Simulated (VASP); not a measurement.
Ga, 2 atoms in the cell. It takes space group C2/c (No. 15, monoclinic). Conventional cell: a = 2.738 Å, b = 7.972 Å, c = 3.332 Å, α = 90.00°, β = 92.00°, γ = 90.00°. Ga (site symmetry 2) has 10 Ga at 2.67 to 3.33 Å within 3.5 Å.  This cell differs from its parent crystal: equal xx and yy strain of -1 %.

```yaml
Program: VASP 6.6.1
Task: single point
Functional: PBE
Potentials_or_basis: VASP PAW PBE potentials, release 64 (Ga_d)
Cutoff: 520 eV
k_mesh: 14 × 14 × 11
Occupations: fermi-dirac, width 0.03 eV
Spin: no spin polarisation
Dipole_correction: no
Further_INCAR_settings: ALGO = Normal; EDIFF = 1e-06; NBANDS = 20
```

Potentials or basis: VASP PAW PBE potentials, release 64 (Ga_d).

Launch:

```sh
$ cat potpaw_PBE.64/Ga_d/POTCAR > POTCAR
$ mpirun -np 1 vasp_std > vasp.out
```

Hardware: 1 thread of Intel(R) Xeon(R) 6975P-C (Granite Rapids) (shared host).

Question: How long does it take, and how much memory?

Answer: Wall time 120 s on 1 thread of Intel(R) Xeon(R) 6975P-C (Granite Rapids), on a shared host, peak memory 0.44 GiB. Counts: scf iterations 11, k points 582.
